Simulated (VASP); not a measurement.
Runs of VASP 6.6.1 on BAs. The structure is that of space group F-43m (No. 216), or close to it. The cells are those of the table. 

```tsv
task	cell	cutoff (eV)	gap on the mesh (eV)	pressure (GPa)
single point	a = 3.361 Å, angles 60.0°, 2 atoms	520	1.21	(b)
single point	a = 3.400 Å, angles 60.0°, 2 atoms	520	1.25	0.6
relaxation of cell and atoms	relaxed to 5 GPa from a = 3.378 Å, angles 60.0°, 2 atoms	600	1.21	5.0
relaxation of cell and atoms	relaxed from a = 3.378 Å, angles 60.0°, 2 atoms	600	1.25	0.0
single point	a = 3.268 Å, angles 60.0°, 2 atoms	520	1.11	(a)
relaxation of cell and atoms	relaxed to 20 GPa from a = 3.378 Å, angles 60.0°, 2 atoms	600	1.12	19.9
single point	a = 3.326 Å, angles 60.0°, 2 atoms	520	(c)	10.8
relaxation of cell and atoms	relaxed to 10 GPa from a = 3.378 Å, angles 60.0°, 2 atoms	600	1.18	10.0
```

Alike in all rows: level PBE; potentials or basis VASP PAW PBE potentials, release 64 (B, As); no spin polarisation; k mesh 9 × 9 × 9; smearing gaussian 0.01 eV.

Fill in the values left out.

(a) 21.1; (b) 5.7; (c) 1.17.

Caveats: the cell is relaxed towards a set pressure, so the enthalpy falls and the energy may rise (some runs).

A k mesh can miss the band edges, and the runs leave out spin-orbit coupling on As.
